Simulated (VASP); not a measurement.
# LiF (Fm-3m) in VASP: a series of runs, part 2 of 2

VASP 6.6.1. The steps go on from the part before.

## (4) Electric field gradients, LDA (volume scaled by 1.025)

INCAR reads:

```
SYSTEM = LiF
ALGO     = Normal         ! electronic algorithm
EDIFF    = 1E-8           ! SCF threshold, eV
ENCUT    = 520            ! plane-wave cutoff, eV
GGA      = CA             ! functional
ISIF     = 2              ! what is computed and relaxed
ISMEAR   = -1             ! smearing method
LASPH    = .TRUE.         ! aspherical terms in the spheres
LCHARG   = .FALSE.        ! write CHGCAR
LEFG     = .TRUE.       
LREAL    = .FALSE.        ! projectors in reciprocal space
LWAVE    = .FALSE.        ! write WAVECAR
NBANDS   = 12             ! bands
NELM     = 60             ! most SCF steps
PREC     = Accurate       ! precision mode
SIGMA    = 0.03           ! smearing width, eV
```

KPOINTS reads:

```
k-points
0
G
  10 10 10
  0 0 0
```

POSCAR reads:

```
LiF
1.0
    0.0000000000      2.0306453829      2.0306453829
    2.0306453829      0.0000000000      2.0306453829
    2.0306453829      2.0306453829      0.0000000000
Li F
1 1
Direct
    0.0000000000      0.0000000000      0.0000000000
    0.5000000000      0.5000000000      0.5000000000
```

Potentials or basis: VASP PAW LDA potentials, release 64 (Li_sv, F).

Run with:

```bash
$ cat potpaw_LDA.64/Li_sv/POTCAR potpaw_LDA.64/F/POTCAR > POTCAR
$ mpirun -np 1 vasp_std > vasp.out
```

OUTCAR:

```text
SYSTEM = LiF
   EDIFF = 1E-8
   ENCUT = 520
   GGA = CA
   ISIF = 2
   ISMEAR = -1
   LASPH = .TRUE.
   LREAL = .FALSE.
   NELM = 60
   PREC = Accurate

 ion  position               nearest neighbor table
   1  0.000  0.000  0.000-   2 2.03   2 2.03   2 2.03   2 2.03   2 2.03   2 2.03
   2  0.500  0.500  0.500-   1 2.03   1 2.03   1 2.03   1 2.03   1 2.03   1 2.03

  LATTYP: Found a face centered cubic cell.
 ALAT       =     4.0612907658

  Lattice vectors:

 A1 = (   0.0000000000,   2.0306453829,   2.0306453829)
 A2 = (   2.0306453829,   0.0000000000,   2.0306453829)
 A3 = (   2.0306453829,   2.0306453829,   0.0000000000)

Analysis of symmetry for initial positions (statically):
=====================================================================
 Subroutine PRICEL returns:
 Original cell was already a primitive cell.

 Routine SETGRP: Setting up the symmetry group for a
 face centered cubic supercell.

[... 551 lines left out ...]
      direct lattice vectors                 reciprocal lattice vectors
     0.000000000  2.030645383  2.030645383    -0.246227138  0.246227138  0.246227138
     2.030645383  0.000000000  2.030645383     0.246227138 -0.246227138  0.246227138
     2.030645383  2.030645383  0.000000000     0.246227138  0.246227138 -0.246227138

 POSITION                                       TOTAL-FORCE (eV/Angst)
 -----------------------------------------------------------------------------------
      0.00000      0.00000      0.00000        -0.000000      0.000000     -0.000000
      2.03065      2.03065      2.03065         0.000000     -0.000000      0.000000
 -----------------------------------------------------------------------------------
    total drift:                               -0.000000     -0.000000      0.000000

  FREE ENERGIE OF THE ION-ELECTRON SYSTEM (eV)
  ---------------------------------------------------
  free  energy   TOTEN  =       -10.4541598319 eV

  energy  without entropy=      -10.4541598319  energy(sigma->0) =      -10.45415983

 Electric field gradients (V/A^2)
---------------------------------------------------------------------
 ion       V_xx      V_yy      V_zz      V_xy      V_xz      V_yz
---------------------------------------------------------------------
   1       0.000     0.000    -0.000    -0.002    -0.002    -0.002
   2      -0.000     0.000    -0.000    -0.001    -0.001    -0.001
---------------------------------------------------------------------

 Electric field gradients after diagonalization (V/A^2)
 (convention: |V_zz| > |V_xx| > |V_yy|)
----------------------------------------------------------------------
 ion       V_xx      V_yy      V_zz     asymmetry (V_yy - V_xx)/ V_zz
----------------------------------------------------------------------
   1       0.002     0.002    -0.004       0.000
   2       0.001     0.001    -0.001       0.000
----------------------------------------------------------------------

           NMR quadrupolar parameters

 Cq : quadrupolar parameter    Cq=e*Q*V_zz/h
 eta: asymmetry parameters     (V_yy - V_xx)/ V_zz
 Q  : nuclear electric quadrupole moment in mb (millibarn)
----------------------------------------------------------------------
 ion       Cq(MHz)       eta       Q (mb)
----------------------------------------------------------------------
   1      -0.000       0.000       1.000
   2      -0.000       0.000       1.000
----------------------------------------------------------------------
```

OSZICAR:

```text
N       E                     dE             d eps       ncg     rms          rms(c)
DAV:   1     0.306288918455E+02    0.30629E+02   -0.53785E+03  1200   0.832E+02
DAV:   2    -0.984919380282E+01   -0.40478E+02   -0.39623E+02  1336   0.186E+02
DAV:   3    -0.109403715950E+02   -0.10912E+01   -0.10884E+01  1488   0.269E+01
DAV:   4    -0.109494295838E+02   -0.90580E-02   -0.90575E-02  1320   0.262E+00
DAV:   5    -0.109495311415E+02   -0.10156E-03   -0.10156E-03  1448   0.209E-01    0.424E+00
DAV:   6    -0.104717807696E+02    0.47775E+00   -0.23353E+00  1224   0.918E+00    0.138E+00
DAV:   7    -0.104600195959E+02    0.11761E-01   -0.15323E-02  1556   0.107E+00    0.798E-01
DAV:   8    -0.104541694581E+02    0.58501E-02   -0.96982E-03  1584   0.103E+00    0.986E-02
DAV:   9    -0.104541434276E+02    0.26030E-04   -0.64520E-04  1288   0.230E-01    0.371E-02
DAV:  10    -0.104541603104E+02   -0.16883E-04   -0.31225E-05  1304   0.395E-02    0.668E-03
DAV:  11    -0.104541598442E+02    0.46622E-06   -0.14445E-06  1444   0.124E-02    0.133E-03
DAV:  12    -0.104541598400E+02    0.41514E-08   -0.29406E-07  1632   0.411E-03    0.691E-04
DAV:  13    -0.104541598319E+02    0.81374E-08   -0.19911E-08  1052   0.117E-03
   1 F= -.10454160E+02 E0= -.10454160E+02  d E =-.562365E-13
```

stdout:

```text
POSCAR found type information on POSCAR LiF
 POSCAR found :  2 types and       2 ions
 scaLAPACK will be used
 LDA part: xc-table for (Slater(with rela. corr.)+CA(PZ))
 , standard interpolation
 POSCAR, INCAR and KPOINTS ok, starting setup
 FFT: planning ... GRIDC
 FFT: planning ... GRID_SOFT
 FFT: planning ... GRID
 WAVECAR not read
 entering main loop
ion   1

ion   2
```

Wall time 16 s (1 thread of AMD EPYC 7R43 (Zen 3), shared host); peak memory 0.08 GiB.

Results:

| Property | Result |
| --- | --- |
| Free energy | -10.4542 eV |
| Band gap on the k mesh | 8.61 eV, direct |

Levels at points of the mesh, in eV from the valence-band top:
```tsv
k point	band 1	band 2	band 3	band 4	band 5	band 6	band 7	band 8	band 9	band 10
(0.00, 0.00, 0.00)	-39.80	-19.50	0.00	0.00	0.00	8.61	23.14	23.14	23.14	23.66
(0.50, 0.00, 0.00)	-39.74	-19.07	-2.51	-0.22	-0.22	10.25	16.09	18.23	18.23	29.46
(0.50, 0.50, 0.00)	-39.73	-18.80	-3.01	-0.99	-0.99	14.19	15.91	16.84	19.48	19.48
```

Caveat: without QUAD_EFG the Cq values of the log hold for a quadrupole moment of 1 mb, not for the nuclei. A k mesh can miss the band edges.

## (5) Overview

```tsv
cell	gap on the mesh (eV)
a = 2.800 Å, angles 60.0°, 2 atoms	9.31
a = 2.824 Å, angles 60.0°, 2 atoms	9.07
a = 2.872 Å, angles 60.0°, 2 atoms	8.61
```

Alike in all rows: task electric field gradients; level LDA; potentials or basis VASP PAW LDA potentials, release 64 (Li_sv, F); no spin polarisation; k mesh 10 × 10 × 10; cutoff (eV) 520; smearing fermi-dirac 0.03 eV.

Total energies depend on the potentials used, so only differences within one code and one set of settings carry meaning.
